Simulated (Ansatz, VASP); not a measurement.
**Two plane-wave programs on Al3SiPd2**

Contents of INCAR:

```
SYSTEM = Al3SiPd2
PREC = Accurate ; ENCUT = 600
EDIFF = 1E-7 ; ISMEAR = 0
SIGMA = 0.1 ; LREAL = .False.
LASPH = .True. ; NELM = 80
ALGO = Fast ; ISIF = 3
LWAVE = .False. ; LCHARG = .False.
GGA = PE ; IBRION = 2
NSW = 90 ; EDIFFG = -0.04
```

The input KPOINTS:

```
Automatic mesh
0
Gamma
  4 4 4
  0 0 0
```

POSCAR

```
Al3SiPd2
1.0
    4.4766117000      0.0000000000      0.0000000000
    0.0000000000      4.4766117000      0.0000000000
    0.0000000000      0.0000000000      4.4352400800
Al Si Pd
3 1 2
Direct
    0.0000000000      0.5000000000      0.5000000000
    0.5000000000      0.0000000000      0.5000000000
    0.0000000000      0.0000000000      0.0000000000
    0.0000000000      0.0000000000      0.5000000000
    0.5000000000      0.5000000000      0.5000000000
    0.5000000000      0.5000000000      0.0000000000
```

Input for Ansatz:

```yaml
crystal:
  lattice:
    - [4.4766117, 0.0, 0.0]
    - [0.0, 4.4766117, 0.0]
    - [0.0, 0.0, 4.43524008]
  atoms:
    - { symbol: Al, position: [0.0, 0.5, 0.5] }
    - { symbol: Al, position: [0.5, 0.0, 0.5] }
    - { symbol: Al, position: [0.0, 0.0, 0.0] }
    - { symbol: Si, position: [0.0, 0.0, 0.5] }
    - { symbol: Pd, position: [0.5, 0.5, 0.5] }
    - { symbol: Pd, position: [0.5, 0.5, 0.0] }
basis:
  ecutwfc: 420
kpoints:
  mp_grid: { grid: [4, 4, 4] }
hamiltonian:
  xc: pbe
scf:
  occupations: { method: gaussian, width: 0.1 }
  lower_state_search: "off"
output:
  forces: true
  stress: true
  eigenvalues: true
relax:
  adjacent_minimum: "off"
  f_tol: 0.04
  max_steps: 70
  cell: { stress_tol: 0.4 }
```

Alike in both runs: task relaxation of cell and atoms; functional PBE; k mesh 4 × 4 × 4; occupations gaussian, width 0.1 eV; no spin polarisation.

```csv
,VASP,Ansatz
version,VASP 6.6.1,Ansatz 0.2.0
potentials or method,"VASP PAW PBE potentials, release 64 (Al, Si, Pd), cutoff 600 eV","scalar-relativistic, plane waves, PAW"
valence electrons in the cell,33,49
```

VASP gave:

* gap on the k mesh at the Fermi level, each at its own relaxed structure (eV): none
* relaxed volume (Å³/atom): 20.71
* relaxed cell length with the largest relative difference (Å): 5.225

**Question.** Which values does Ansatz return?

**Answer.** gap on the k mesh at the Fermi level, each at its own relaxed structure (eV): none; relaxed volume (Å³/atom): 20.69; relaxed cell length with the largest relative difference (Å): 5.231.

A gap of «none» marks a metal or a gap that the smearing closes. VASP's potentials hold 33 valence electrons a cell and Ansatz's 49, so a difference there can come from the potentials and not from the codes.

Noted on VASP's run: the volume moved by over 15 % at a fixed basis, so the end points are rough.
